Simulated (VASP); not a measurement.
# SiC (P1) in VASP: single point with r2SCAN

Aim: the single point of SiC with r2SCAN.

Everything below comes from runs of VASP 6.6.1. Logs are shortened: lines on timing, memory, paths and dates and some standing lists are left out, and cuts for length are marked.

**1. The cell of the first run**

The typed cell holds 16 atoms: a = 6.151 Å, b = 6.151 Å, c = 5.048 Å, α = 90.00°, β = 90.00°, γ = 120.00°.

**2. Single point, r2SCAN**

POSCAR

```
SiC
1.0
    6.1507128199      0.0000000001      0.0000000000
   -3.0753564100      5.3266735534      0.0000000000
    0.0000000000      0.0000000000      5.0481087359
Si C
8 8
Direct
    0.1538114946      0.3305530144      0.5018818200
    0.3379132728      0.1611974136      1.0059656528
    0.1797027751      0.8416059207      0.4936585423
    0.3271103282      0.6654274876      1.0033854786
    0.6637608900      0.3304578331      0.4883327854
    0.8444280195      0.1738976475      0.9871225563
    0.6711339994      0.8305113793      0.5022710747
    0.8289228979      0.6656495774      1.0064547469
    0.1736210380      0.3326847388      0.8891442785
    0.3253751785      0.1680654898      0.3851870278
    0.1565345208      0.8277248372      0.8838551690
    0.3371242937      0.6681094616      0.3770519019
    0.6706852942      0.3424512469      0.8704277641
    0.8261764777      0.1564749541      0.3798452253
    0.6626830414      0.8431068574      0.8685571626
    0.8319379977      0.6630186672      0.3671133284
```

INCAR.step1

```
  PREC = Accurate
  ENCUT = 520
  ISMEAR = -1
  SIGMA = 0.069
  LREAL = Auto
  LASPH = True
  NELM = 60
  NBANDS = 46
  GGA = PE
  ALGO = Normal
  EDIFF = 1E-4
  LWAVE = True
  LCHARG = False
```

INCAR.step2

```
  PREC = Accurate
  ENCUT = 520
  EDIFF = 1E-6
  ISMEAR = -1
  SIGMA = 0.069
  LREAL = Auto
  LASPH = True
  NELM = 60
  ALGO = Normal
  ISIF = 2
  LWAVE = False
  LCHARG = False
  METAGGA = R2SCAN
  LMIXTAU = True
  NBANDS = 46
  ISTART = 1
```

KPOINTS

```
regular mesh
0
Gamma
  3 3 4
```

Potentials or basis: VASP PAW PBE potentials, release 64 (Si, C).

Run with:

```
$ cat potpaw_PBE.64/Si/POTCAR potpaw_PBE.64/C/POTCAR > POTCAR
$ cp INCAR.step1 INCAR
$ mpirun -np 1 vasp_std > vasp.out
$ cp INCAR.step2 INCAR
$ mpirun -np 1 vasp_std > vasp.out
```

OUTCAR:

```text
PREC = Accurate
   ENCUT = 520
   EDIFF = 1E-6
   ISMEAR = -1
   LREAL = Auto
   LASPH = True
   NELM = 60
   ISIF = 2
   METAGGA = R2SCAN
   ISTART = 1

 ion  position               nearest neighbor table
   1  0.154  0.331  0.502-  14 1.85  10 1.87  12 1.91   9 1.96   6 2.95   5 3.01   7 3.02   3 3.07
                             6 3.08   4 3.08   3 3.09   4 3.10   7 3.13   2 3.13   5 3.14
   2  0.338  0.161  0.006-  11 1.88   9 1.88  13 1.90  10 1.92   5 2.99   3 2.99   4 3.02   8 3.06
                             6 3.08   6 3.08   8 3.09   3 3.10   1 3.13   4 3.14   5 3.14
   3  0.180  0.842  0.494-  10 1.83  12 1.86  16 1.96  11 1.97   5 2.99   2 2.99   4 3.02   7 3.06
                             1 3.07   8 3.09   1 3.09   7 3.09   2 3.10   4 3.10
   4  0.327  0.665  0.003-   9 1.87  11 1.87  12 1.89  15 1.91   6 3.00   2 3.02   3 3.02   8 3.06
                             1 3.08   8 3.09   1 3.10   3 3.10   7 3.11   7 3.12   2 3.14
   5  0.664  0.330  0.488-  14 1.87  16 1.87  10 1.88  13 1.93   2 2.99   3 2.99   1 3.01   8 3.02
                             7 3.05   6 3.09   7 3.10   6 3.10   2 3.14   1 3.14
   6  0.844  0.174  0.987-   9 1.82  15 1.86  13 1.92  14 1.99   1 2.95   4 3.00   7 3.06   8 3.07
                             2 3.08   1 3.08   2 3.08   8 3.08   5 3.09   5 3.10
   7  0.671  0.831  0.502-  14 1.84  15 1.85  16 1.88  12 1.89   1 3.02   8 3.04   5 3.05   6 3.06
                             3 3.06   8 3.07   3 3.09   5 3.10   4 3.11   4 3.12   1 3.13
   8  0.829  0.666  0.006-  16 1.82  11 1.85  13 1.85  15 1.96   5 3.02   7 3.04   2 3.06   4 3.06
                             7 3.07   6 3.07   6 3.08   4 3.09   3 3.09   2 3.09
   9  0.174  0.333  0.889-   6 1.82   4 1.87   2 1.88   1 1.96
  10  0.325  0.168  0.385-   3 1.83   1 1.87   5 1.88   2 1.92
  11  0.157  0.828  0.884-   8 1.85   4 1.87   2 1.88   3 1.97
  12  0.337  0.668  0.377-   3 1.86   4 1.89   7 1.89   1 1.91
  13  0.671  0.342  0.870-   8 1.85   2 1.90   6 1.92   5 1.93
  14  0.826  0.156  0.380-   7 1.84   1 1.85   5 1.87   6 1.99
  15  0.663  0.843  0.869-   7 1.85   6 1.86   4 1.91   8 1.96
  16  0.832  0.663  0.367-   8 1.82   5 1.87   7 1.88   3 1.96

  LATTYP: Found a hexagonal cell.
 ALAT       =     6.1507128199
 C/A-ratio  =     0.8207355609

  Lattice vectors:

 A1 = (   6.1507128199,   0.0000000001,   0.0000000000)
 A2 = (  -3.0753564100,   5.3266735534,   0.0000000000)
 A3 = (   0.0000000000,   0.0000000000,   5.0481087359)

Analysis of symmetry for initial positions (statically):
=====================================================================
 Subroutine PRICEL returns:
 Original cell was already a primitive cell.

 Routine SETGRP: Setting up the symmetry group for a
 hexagonal supercell.

 Subroutine GETGRP returns: Found  1 space group operations
 (whereof  1 operations were pure point group operations)
 out of a pool of 24 trial point group operations.

The static configuration has the point symmetry C_1 .

Analysis of symmetry for dynamics (positions and initial velocities):
=====================================================================
 Subroutine PRICEL returns:
 Original cell was already a primitive cell.

 Routine SETGRP: Setting up the symmetry group for a
 hexagonal supercell.

 Subroutine GETGRP returns: Found  1 space group operations
 (whereof  1 operations were pure point group operations)
 out of a pool of 24 trial point group operations.

The dynamic configuration has the point symmetry C_1 .

 Subroutine INISYM returns: Found  1 space group operations
 (whereof  1 operations are pure point group operations),
 and found     1 'primitive' translations

----------------------------------------------------------------------------------------

                                     Primitive cell

  volume of cell :     165.3904

  direct lattice vectors                    reciprocal lattice vectors
     6.150712820  0.000000000  0.000000000     0.162582782  0.093867213  0.000000000
    -3.075356410  5.326673553  0.000000000    -0.000000000  0.187734426  0.000000000
     0.000000000  0.000000000  5.048108736     0.000000000  0.000000000  0.198093990

  length of vectors
     6.150712820  6.150712820  5.048108736     0.187734426  0.187734426  0.198093990

  position of ions in fractional coordinates (direct lattice)
     0.153811495  0.330553014  0.501881820
     0.337913273  0.161197414  0.005965653
     0.179702775  0.841605921  0.493658542
     0.327110328  0.665427488  0.003385479
     0.663760890  0.330457833  0.488332785
     0.844428020  0.173897647  0.987122556
[... 8 lines left out ...]
     0.662683041  0.843106857  0.868557163
     0.831937998  0.663018667  0.367113328

  ion indices of the primitive-cell ions
   primitive index   ion index
                 1           1
                 2           2
                 3           3
                 4           4
                 5           5
                 6           6
[... 8 lines left out ...]
                15          15
                16          16

----------------------------------------------------------------------------------------

 KPOINTS: regular mesh

Automatic generation of k-mesh.
 Grid dimensions read from file:
 generate k-points for:    3    3    4

 Generating k-lattice:

  Cartesian coordinates                     Fractional coordinates (reciprocal lattice)
     0.054194261  0.031289071  0.000000000     0.333333333  0.000000000  0.000000000
    -0.000000000  0.062578142  0.000000000    -0.000000000  0.333333333  0.000000000
     0.000000000  0.000000000  0.049523497     0.000000000  0.000000000  0.250000000

  Length of vectors
     0.062578142  0.062578142  0.049523497

  Shift w.r.t. Gamma in fractional coordinates (k-lattice)
     0.000000000  0.000000000  0.000000000

 Subroutine IBZKPT returns following result:
 ===========================================

 Found     19 irreducible k-points:

 Following reciprocal coordinates:
            Coordinates               Weight
  0.000000  0.000000  0.000000      1.000000
  0.333333 -0.000000  0.000000      2.000000
  0.000000  0.333333  0.000000      2.000000
 -0.333333  0.333333  0.000000      2.000000
  0.333333  0.333333  0.000000      2.000000
  0.000000  0.000000  0.250000      2.000000
[... 11 lines left out ...]
 -0.333333  0.333333  0.500000      2.000000
  0.333333  0.333333  0.500000      2.000000
   k-points           NKPTS =     19   k-points in BZ     NKDIM =     19   number of bands    NBANDS=     46
   number of dos      NEDOS =    301   number of ions     NIONS =     16
   total plane-waves  NPLWV =  92160
   dimension x,y,z NGX =    48 NGY =   48 NGZ =   40
   dimension x,y,z NGXF=    96 NGYF=   96 NGZF=   80
   ions per type =               8   8
   NGX,Y,Z   is equivalent  to a cutoff of  12.97, 12.97, 13.17 a.u.
   NGXF,Y,Z  is equivalent  to a cutoff of  25.95, 25.95, 26.35 a.u.
 SYSTEM =  unknown system
   PREC   = accura    normal or accurate (medium, high low for compatibility)
   ISTART =      1    job   : 0-new  1-cont  2-samecut
   ICHARG =      0    charge: 1-file 2-atom 10-const
   ISPIN  =      1    spin polarized calculation?
   LNONCOLLINEAR =      F non collinear calculations
   LSORBIT =      F    spin-orbit coupling
   LASPH  =      T    aspherical Exc in radial PAW
   ENCUT  =  520.0 eV  38.22 Ry    6.18 a.u.  11.44 11.44  9.39*2*pi/ulx,y,z
   NELM   =     60;   NELMIN=  2; NELMDL=  0     # of ELM steps
   EDIFF  = 0.1E-05   stopping-criterion for ELM
   LREAL  =      T    real-space projection
   EDIFFG = 0.1E-04   stopping-criterion for IOM
   NSW    =      0    number of steps for IOM
   IBRION =     -1    ionic relax: 0-MD 1-quasi-New 2-CG
   NFREE  =      0    steps in history (QN), initial steepest desc. (CG)
   ISIF   =      2    stress and relaxation
   ISYM   =      2    0-nonsym 1-usesym 2-fastsym
   POTIM  = 0.5000    time-step for ionic-motion
   TEBEG  =    0.0;   TEEND  =   0.0 temperature during run
   PSTRESS=    0.0 pullay stress
   NELECT =      64.0000    total number of electrons
   NUPDOWN=      -1.0000    fix difference up-down
   EMIN   =  10.00;   EMAX   =-10.00  energy-range for DOS
   EFERMI =   0.00;   METHOD = LEGACY
   ISMEAR =    -1;   SIGMA  =   0.07  broadening in eV -4-tet -1-fermi 0-gaus
   EFERMI_NEDOS =   21; number of points for ismear=-14 and -15
   IALGO  =     38    algorithm
   IMIX   =      4    mixing-type and parameters
     AMIX     =   0.40;   BMIX     =  1.00
     AMIX_MAG =   1.60;   BMIX_MAG =  1.00
  volume/ion in A,a.u.               =      10.34        69.76
  Fermi-wavevector in a.u.,A,eV,Ry     =   1.192975  2.254396 19.363673  1.423190
  Thomas-Fermi vector in A             =   2.329001
   LORBIT       =      0    0 simple, 1 ext, 2 COOP (PROOUT), +10 PAW based schemes
   METAGGA = R2SCAN    functional components
   LHFCALC =     F    Hartree Fock is set to
   AEXX    =    0.0000 exact exchange contribution
   IVDW    =     0    specifies the selected vdW correction
   LEPSILON=     F    determine dielectric tensor
   LRPA    =     F    only Hartree local field effects (RPA)
 non-spin polarized calculation
  energy-cutoff  :      520.00
  volume of cell :      165.39
 maximum number of plane-waves:      4482
 NGX is ok and might be reduce to    48
   NGX = 23   NGY = 23   NGZ = 19

 number of electron      63.9999999 magnetization

 Free energy of the ion-electron system (eV)
  ---------------------------------------------------
  ext. energy  EPLUGINS =         0.00000000
  ---------------------------------------------------
  free energy    TOTEN  =      -153.91760875 eV

  energy without entropy =     -153.91760875  energy(sigma->0) =     -153.91760875

 E-fermi :   9.5203     XC(G=0): -11.9298

 val. band max:        8.2117608111   @ k =   0.0000   0.0000   0.0000
 cond. band min:      10.8413347240   @ k =   0.3333   0.3333   0.0000
 fundamental gap:      2.6295739129
 Fermi energy:         9.5202881105

 k-point     1 :       0.0000    0.0000    0.0000
  band No.  band energies     occupation
      1      -8.2233      2.00000
      2      -4.8792      2.00000
      3      -4.8508      2.00000
      4      -4.7720      2.00000
      5      -4.6104      2.00000
      6      -3.4107      2.00000
[... 36 lines left out ...]
     43      15.4704      0.00000
     44      15.5266      0.00000

 k-point     2 :       0.3333   -0.0000    0.0000
  band No.  band energies     occupation
      1      -7.7285      2.00000
      2      -6.3190      2.00000
      3      -5.1298      2.00000
      4      -5.0296      2.00000
      5      -4.1982      2.00000
      6      -3.2349      2.00000
[... 36 lines left out ...]
     43      16.0106      0.00000
     44      16.1070      0.00000

 k-point     3 :       0.0000    0.3333    0.0000
  band No.  band energies     occupation
      1      -7.7275      2.00000
      2      -6.3092      2.00000
      3      -5.1283      2.00000
      4      -5.0670      2.00000
      5      -4.1997      2.00000
      6      -3.2472      2.00000
[... 741 lines left out ...]
     43      15.1704      0.00000
     44      15.2572      0.00000

 k-point    19 :       0.3333    0.3333    0.5000
  band No.  band energies     occupation
      1      -5.7954      2.00000
      2      -5.6972      2.00000
      3      -5.6761      2.00000
      4      -5.5714      2.00000
      5      -5.4275      2.00000
      6      -5.3861      2.00000
[... 36 lines left out ...]
     43      16.0408      0.00000
     44      16.0855      0.00000
 [bands above 44 left out]

------------------------ aborting loop because EDIFF is reached ----------------------------------------

  FORCE on cell =-STRESS in cart. coord.  units (eV):
  Direction    XX          YY          ZZ          XY          YZ          ZX
  --------------------------------------------------------------------------------------
  -------------------------------------------------------------------------------------
  Total       -0.3630344      1.9504659     -0.1180971      0.4104309      0.1093420     -0.6264816
  in kB       -3.5168041     18.8946435     -1.1440353      3.9759457      1.0592229     -6.0688815
  external PRESSURE =       4.7446014 kB  Pullay stress =       0.0000000 kB

 VOLUME and BASIS-vectors are now :
 -----------------------------------------------------------------------------
  energy-cutoff  :      520.00
  volume of cell :      165.39
      direct lattice vectors                 reciprocal lattice vectors
     6.150712820  0.000000000  0.000000000     0.162582782  0.093867213  0.000000000
    -3.075356410  5.326673553  0.000000000    -0.000000000  0.187734426  0.000000000
     0.000000000  0.000000000  5.048108736     0.000000000  0.000000000  0.198093990

 POSITION                                       TOTAL-FORCE (eV/Angst)
 -----------------------------------------------------------------------------------
     -0.07052      1.76075      2.53355         1.023817      0.593207      0.531048
      1.58267      0.85865      0.03012        -0.511132      0.407614     -0.320737
     -1.48294      4.48296      2.49204        -1.285640     -1.373114      1.150471
     -0.03447      3.54451      0.01709         0.695590      0.444811     -0.254921
      3.06633      1.76024      2.46516        -0.097636      0.301372      1.141130
      4.65904      0.92630      4.98310        -1.286226     -0.561039      1.246280
[... 8 lines left out ...]
      1.48312      4.49096      4.38457         0.764858     -0.968581      0.988462
      3.07799      3.53168      1.85323         0.526210      0.343167      1.306529
 -----------------------------------------------------------------------------------
    total drift:                               -0.011444      0.004840      0.002066

  FREE ENERGIE OF THE ION-ELECTRON SYSTEM (eV)
  ---------------------------------------------------
  free  energy   TOTEN  =      -153.9176087507 eV

  energy  without entropy=     -153.9176087493  energy(sigma->0) =     -153.91760875
```

It took 18 min on 1 thread of Intel Xeon 8259CL, shared host; peak memory 0.34 GiB.

What came out:

* Free energy: -153.9176 eV
* Pressure: 0.5 GPa
* Largest force: 2.205 eV/Å
* Band gap on the k mesh: 2.63 eV

Forces on the atoms (eV/Å):
```
Si   1.024  0.593  0.531
Si  -0.511  0.408 -0.321
Si  -1.286 -1.373  1.150
Si   0.696  0.445 -0.255
Si  -0.098  0.301  1.141
Si  -1.286 -0.561  1.246
Si  -0.540 -0.450 -0.335
Si  -0.680  0.622 -1.419
C   -0.104  0.220 -1.352
C    0.793  0.283 -0.929
C    0.791  0.535 -0.948
C   -0.188 -0.324  0.092
C    0.269 -0.980  0.224
C   -0.171  0.906 -1.122
C    0.765 -0.969  0.988
C    0.526  0.343  1.307
```

Levels at points of the mesh, in eV from the valence-band top:
```csv
k point,band 28,band 29,band 30,band 31,band 32,band 33,band 34,band 35,band 36,band 37
"(0.00, 0.00, 0.00)",-1.34,-1.28,-0.14,-0.11,0.00,3.10,3.13,3.16,4.51,4.58
"(0.00, 0.00, 0.50)",-2.28,-1.03,-0.87,-0.83,-0.63,3.50,3.57,3.61,3.63,3.75
```

Caveat: the atoms stand as in a frame of molecular dynamics; the PAW data sets were made with another functional, which shifts forces and pressure a little; an odd mesh through Γ misses points on the zone boundary, where band edges can lie.
